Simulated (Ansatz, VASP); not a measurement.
## One calculation of NaH, two programs

POSCAR

```
NaH
1.0
    0.0000000000      2.3482771304      2.3482771304
    2.3482771304      0.0000000000      2.3482771304
    2.3482771304      2.3482771304      0.0000000000
Na H
1 1
Direct
    0.0000000000      0.0000000000      0.0000000000
    0.5000000000      0.5000000000      0.5000000000
```

File INCAR.step1:

```
PREC = Accurate
ENCUT = 520
ISMEAR = 0
SIGMA = 0.02
LREAL = False
LASPH = True
NELM = 80
NBANDS = 11
GGA = PE
ALGO = Normal
EDIFF = 1E-4
LWAVE = True
LCHARG = False
```

INCAR.step2

```
PREC = Accurate
ENCUT = 520
EDIFF = 1E-6
ISMEAR = 0
SIGMA = 0.02
LREAL = False
LASPH = True
NELM = 80
ALGO = Normal
ISIF = 2
LWAVE = False
LCHARG = False
METAGGA = R2SCAN
LMIXTAU = True
NBANDS = 11
ISTART = 1
```

The input KPOINTS:

```
regular mesh
0
Gamma
  8 8 8
```

Input for Ansatz:

```yaml
crystal:
  lattice:
    - [0.0, 2.3482771304, 2.3482771304]
    - [2.3482771304, 0.0, 2.3482771304]
    - [2.3482771304, 2.3482771304, 0.0]
  atoms:
    - { symbol: Na, position: [0.0, 0.0, 0.0] }
    - { symbol: H, position: [0.5, 0.5, 0.5] }
basis:
  ecutwfc: 500
kpoints:
  mp_grid: { grid: [8, 8, 8] }
hamiltonian:
  xc: r2scan
scf:
  occupations: { method: gaussian, width: 0.02 }
output:
  forces: true
  stress: true
  eigenvalues: true
```

Alike in both runs: task single point; functional r2SCAN; k mesh 8 × 8 × 8; occupations gaussian, width 0.02 eV; no spin polarisation.

|  | VASP | Ansatz |
| --- | --- | --- |
| version | VASP 6.6.1 | Ansatz 0.2.0 |
| potentials or method | VASP PAW PBE potentials, release 64 (Na_pv, H), cutoff 520 eV | scalar-relativistic, plane waves, PAW |
| valence electrons in the cell | 8 | 10 |

VASP gave:

* gap on the k mesh at the Fermi level (eV): 4.53
* least direct gap on the mesh (eV): 5.39
* pressure (GPa): 1.5

Estimate Ansatz's values.

gap on the k mesh at the Fermi level (eV): 4.51; least direct gap on the mesh (eV): 5.41; pressure (GPa): 1.7.

VASP's potentials were made for PBE, not for r2SCAN. VASP's potentials hold 8 valence electrons a cell and Ansatz's 10, so a difference there can come from the potentials and not from the codes.
